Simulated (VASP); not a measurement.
Wanted: the native input for a VASP 6.6.1 run.

```
Task                   : single point
Functional             : PBE
Dispersion             : D3(BJ)
Potentials or basis    : VASP PAW PBE potentials, release 64 (Se, In_d)
Cutoff                 : 520 eV
k mesh                 : 9 × 9 × 1
Occupations            : gaussian, width 0.02 eV
Spin                   : no spin polarisation
Dipole correction      : yes
Further INCAR settings : ALGO = Normal; EDIFF = 1e-06; NBANDS = 27
```

The structure of InSe lies in POSCAR:

```
InSe
1.0
    3.9600000000      0.0000000000      0.0000000000
   -1.9800000000      3.4294605990      0.0000000000
    0.0000000000      0.0000000000     36.7199571806
Se In
2 2
Direct
    0.0000000000      0.0000000000      0.4218950696
    0.0000000000      0.0000000000      0.5780771689
    0.6666666667      0.3333333333      0.4594644305
    0.6666666667      0.3333333333      0.5405078700
```

One way to write it, as run:

INCAR

```
  PREC = Accurate
  ENCUT = 520
  EDIFF = 1E-6
  ISMEAR = 0
  SIGMA = 0.02
  LREAL = False
  LASPH = True
  NELM = 80
  ALGO = Normal
  ISIF = 2
  LWAVE = False
  LCHARG = True
  LDIPOL = True
  IDIPOL = 3
  DIPOL = 0.5 0.5 0.500
  GGA = PE
  IVDW = 12
  LELF = True
  LVHAR = True
  LVACPOTAV = True
  NBANDS = 27
```

KPOINTS

```
Automatic mesh
0
Gamma
  9 9 1
```

Potentials or basis: VASP PAW PBE potentials, release 64 (Se, In_d).

Launch:

```console
$ cat potpaw_PBE.64/Se/POTCAR potpaw_PBE.64/In_d/POTCAR > POTCAR
$ mpirun -np 1 vasp_std > vasp.out
```

Results of the run:

```yaml
Largest_force: 0.383 eV/Å
Band_gap_on_the_k_mesh: 1.83 eV, indirect (the least direct gap lies 2.2 meV higher)
Dispersion_energy_per_atom: -0.221 eV
Ionisation_potential_of_the_upper_face: 6.14 eV
```

Caveat: spin-orbit coupling is left out, which moves the levels of the heavy elements.

Wall time 5 min on 1 thread of AMD EPYC 9R45 (Zen 5) (shared host), peak memory 0.55 GiB.
